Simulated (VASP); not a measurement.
# Ta2Si (I4/mcm) in VASP: further runs, part 2 of 2

VASP 6.6.1.

### 5 Single point, PBEsol (biaxial strain in the a-b plane: -2.0 %, then relaxed in part)

File INCAR:

```
SYSTEM = Ta2Si
PREC = Accurate
ENCUT = 520
EDIFF = 1E-6
ISMEAR = 0
SIGMA = 0.1
LREAL = .FALSE.
LASPH = .TRUE.
NELM = 80
ALGO = Fast
ISIF = 2
LWAVE = .FALSE.
LCHARG = .FALSE.
GGA = PS
NBANDS = 64
```

File KPOINTS:

```
regular mesh
0
G
  6 6 8
  0 0 0
```

File POSCAR:

```
Ta2Si
1.0
    6.0140183691      0.0000000000      0.0000000000
    0.0000000000      6.0140183691      0.0000000000
    0.0000000000      0.0000000000      5.1454176065
Ta Si
8 4
Direct
    0.3368637365      0.1631362635      0.5000000000
    0.8368637365      0.3368637365      0.5000000000
    0.1631362635      0.3368637365      0.0000000000
    0.6631362635      0.1631362635      0.0000000000
    0.8368637365      0.6631362635      0.0000000000
    0.3368637365      0.8368637365      0.0000000000
    0.6631362635      0.8368637365      0.5000000000
    0.1631362635      0.6631362635      0.5000000000
    0.0000000000      0.0000000000      0.2500000000
    0.0000000000      0.0000000000      0.7500000000
    0.5000000000      0.5000000000      0.7500000000
    0.5000000000      0.5000000000      0.2500000000
```

Potentials or basis: VASP PAW PBE potentials, release 64 (Ta_pv, Si).

On the command line:

```console
cat potpaw_PBE.64/Ta_pv/POTCAR potpaw_PBE.64/Si/POTCAR > POTCAR
mpirun -np 1 vasp_std > vasp.out
```

OUTCAR:

```text
SYSTEM = Ta2Si
   PREC = Accurate
   ENCUT = 520
   EDIFF = 1E-6
   ISMEAR = 0
   LREAL = .FALSE.
   LASPH = .TRUE.
   NELM = 80
   ISIF = 2
   GGA = PS

 ion  position               nearest neighbor table
   1  0.337  0.163  0.500-   9 2.59  10 2.59  11 2.59  12 2.59   7 2.77   3 2.97   3 2.97   8 3.18
                             2 3.18   8 3.18   2 3.18   4 3.24   6 3.24   6 3.24   4 3.24
   2  0.837  0.337  0.500-   9 2.59  10 2.59  11 2.59  12 2.59   8 2.77   4 2.97   4 2.97   1 3.18
                             7 3.18   7 3.18   1 3.18   3 3.24   5 3.24   5 3.24   3 3.24
   3  0.163  0.337  0.000-   9 2.59  10 2.59  11 2.59  12 2.59   5 2.77   1 2.97   1 2.97   6 3.18
                             4 3.18   6 3.18   4 3.18   2 3.24   8 3.24   8 3.24   2 3.24
   4  0.663  0.163  0.000-   9 2.59  10 2.59  11 2.59  12 2.59   6 2.77   2 2.97   2 2.97   3 3.18
                             5 3.18   5 3.18   3 3.18   1 3.24   7 3.24   7 3.24   1 3.24
   5  0.837  0.663  0.000-   9 2.59  10 2.59  11 2.59  12 2.59   3 2.77   7 2.97   7 2.97   4 3.18
                             6 3.18   4 3.18   6 3.18   2 3.24   8 3.24   8 3.24   2 3.24
   6  0.337  0.837  0.000-   9 2.59  10 2.59  11 2.59  12 2.59   4 2.77   8 2.97   8 2.97   3 3.18
                             5 3.18   3 3.18   5 3.18   7 3.24   7 3.24   1 3.24   1 3.24
[... 1850 lines left out ...]
  FORCE on cell =-STRESS in cart. coord.  units (eV):
  Direction    XX          YY          ZZ          XY          YZ          ZX
  --------------------------------------------------------------------------------------
  -------------------------------------------------------------------------------------
  Total        9.1822532      9.1822532      0.3677322      0.0000000      0.0000000      0.0000000
  in kB       79.0514278     79.0514278      3.1658634      0.0000000      0.0000000      0.0000000
  external PRESSURE =      53.7562396 kB  Pullay stress =       0.0000000 kB

 VOLUME and BASIS-vectors are now :
 -----------------------------------------------------------------------------
  energy-cutoff  :      520.00
  volume of cell :      186.10
      direct lattice vectors                 reciprocal lattice vectors
     6.014018369  0.000000000  0.000000000     0.166278175  0.000000000  0.000000000
     0.000000000  6.014018369  0.000000000     0.000000000  0.166278175  0.000000000
     0.000000000  0.000000000  5.145417606     0.000000000  0.000000000  0.194347685

 POSITION                                       TOTAL-FORCE (eV/Angst)
 -----------------------------------------------------------------------------------
      2.02590      0.98110      2.57271         0.005009     -0.005009      0.000000
      5.03291      2.02590      2.57271         0.005009      0.005009     -0.000000
      0.98110      2.02590      0.00000        -0.005009      0.005009      0.000000
      3.98811      0.98110      0.00000        -0.005009     -0.005009     -0.000000
      5.03291      3.98811      0.00000         0.005009     -0.005009     -0.000000
      2.02590      5.03291      0.00000         0.005009      0.005009     -0.000000
      3.98811      5.03291      2.57271        -0.005009      0.005009      0.000000
      0.98110      3.98811      2.57271        -0.005009     -0.005009      0.000000
      0.00000      0.00000      1.28635         0.000000     -0.000000      0.000000
      0.00000      0.00000      3.85906        -0.000000     -0.000000      0.000000
      3.00701      3.00701      3.85906        -0.000000     -0.000000      0.000000
      3.00701      3.00701      1.28635         0.000000     -0.000000      0.000000
 -----------------------------------------------------------------------------------
    total drift:                                0.000000      0.000000     -0.000000

  FREE ENERGIE OF THE ION-ELECTRON SYSTEM (eV)
  ---------------------------------------------------
  free  energy   TOTEN  =      -130.4489910270 eV

  energy  without entropy=     -130.4202414557  energy(sigma->0) =     -130.43461624
```

OSZICAR:

```text
N       E                     dE             d eps       ncg     rms          rms(c)
DAV:   1     0.999112533435E+03    0.99911E+03   -0.55342E+04  6400   0.165E+03
DAV:   2    -0.780578536512E+02   -0.10772E+04   -0.10503E+04  6896   0.483E+02
DAV:   3    -0.135649085672E+03   -0.57591E+02   -0.55504E+02  8008   0.962E+01
DAV:   4    -0.137354319797E+03   -0.17052E+01   -0.16767E+01  7688   0.145E+01
DAV:   5    -0.137394551388E+03   -0.40232E-01   -0.40111E-01  7768   0.213E+00    0.474E+01
RMM:   6    -0.131158080348E+03    0.62365E+01   -0.13733E+01  6767   0.124E+01    0.219E+01
RMM:   7    -0.130580654640E+03    0.57743E+00   -0.11544E+01  7128   0.991E+00    0.241E+00
RMM:   8    -0.130437261766E+03    0.14339E+00   -0.11248E+00  7143   0.366E+00    0.264E+00
RMM:   9    -0.130449607576E+03   -0.12346E-01   -0.19443E-01  7993   0.140E+00    0.105E+00
RMM:  10    -0.130450016979E+03   -0.40940E-03   -0.46991E-02  7932   0.640E-01    0.408E-01
RMM:  11    -0.130449199203E+03    0.81778E-03   -0.14019E-02  7677   0.383E-01    0.420E-01
RMM:  12    -0.130448879641E+03    0.31956E-03   -0.44496E-03  7922   0.200E-01    0.943E-02
RMM:  13    -0.130448977180E+03   -0.97539E-04   -0.11295E-03  8852   0.957E-02    0.644E-02
RMM:  14    -0.130448990412E+03   -0.13232E-04   -0.16464E-04  8808   0.399E-02    0.407E-02
RMM:  15    -0.130448990284E+03    0.12848E-06   -0.29248E-05  7644   0.171E-02    0.148E-02
RMM:  16    -0.130448991027E+03   -0.74343E-06   -0.79142E-06  6573   0.810E-03
   1 F= -.13044899E+03 E0= -.13043462E+03  d E =-.287496E-01
```

Run time: 19 min. Hardware: 1 thread of Oxide Virtual Turin-like, shared host; peak memory 0.53 GiB.

Results:

```yaml
Free_energy: -130.4490 eV
Pressure: 5.4 GPa
Largest_force: 0.007 eV/Å
Band_gap_on_the_k_mesh: zero (bands 52 and 53 overlap by 0.35 eV)
```

Forces in eV/Å, atoms in the order of the input:
```
Ta   0.005 -0.005  0.000
Ta   0.005  0.005  0.000
Ta  -0.005  0.005  0.000
Ta  -0.005 -0.005  0.000
Ta   0.005 -0.005  0.000
Ta   0.005  0.005  0.000
Ta  -0.005  0.005  0.000
Ta  -0.005 -0.005  0.000
Si   0.000  0.000  0.000
Si   0.000  0.000  0.000
Si   0.000  0.000  0.000
Si   0.000  0.000  0.000
```

Stress tensor (GPa, compression positive):
```
7.91 0.00 0.00
0.00 7.91 0.00
0.00 0.00 0.32
```

Caveat: the cell differs from its parent crystal (biaxial strain in the a-b plane: -2.0 %, then relaxed in part); the stress differs along the axes, from 0 to 8 GPa; the PAW data sets were made with another functional, which shifts forces and pressure a little; spin-orbit coupling is left out, which moves the levels of the heavy elements.

### 6 Overview

| cell | k mesh | further INCAR settings | gap on the mesh (eV) | pressure (GPa) | largest force (eV/Å) |
| --- | --- | --- | --- | --- | --- |
| a = 4.951 Å, angles 104.6, 104.6, 119.8°, 6 atoms, atomic positions A | 10 × 10 × 10 | ALGO = Fast; EDIFF = 1e-07; NBANDS = 35 | none | 10.3 | 0.01 |
| a = 4.983 Å, angles 104.6, 104.6, 119.8°, 6 atoms, atomic positions B | 10 × 10 × 10 | ALGO = Fast; EDIFF = 1e-06; NBANDS = 35 | none | 5.3 | 0.01 |
| a = 6.014, b = 6.014, c = 5.100 Å, 12 atoms, atomic positions C | 6 × 6 × 8 | ALGO = Fast; EDIFF = 1e-07; NBANDS = 64 | none | 7.5 | 0.03 |
| a = 6.014, b = 6.014, c = 5.145 Å, 12 atoms, atomic positions C | 6 × 6 × 8 | ALGO = Fast; EDIFF = 1e-06; NBANDS = 64 | none | 5.4 | 0.01 |

Alike in all rows: task single point; level PBEsol; potentials or basis VASP PAW PBE potentials, release 64 (Ta_pv, Si); no spin polarisation; cutoff (eV) 520; smearing gaussian 0.1 eV.

Caveats: the PAW data sets were made with another functional, which shifts forces and pressure a little; spin-orbit coupling is left out, which moves the levels of the heavy elements; the cell stands under pressure (at least some runs); the stress differs along the axes, from 3 to 10 GPa (at least some runs); the stress differs along the axes, from 0 to 8 GPa (at least some runs).

Absolute energies hang on the potentials; compare differences alone.
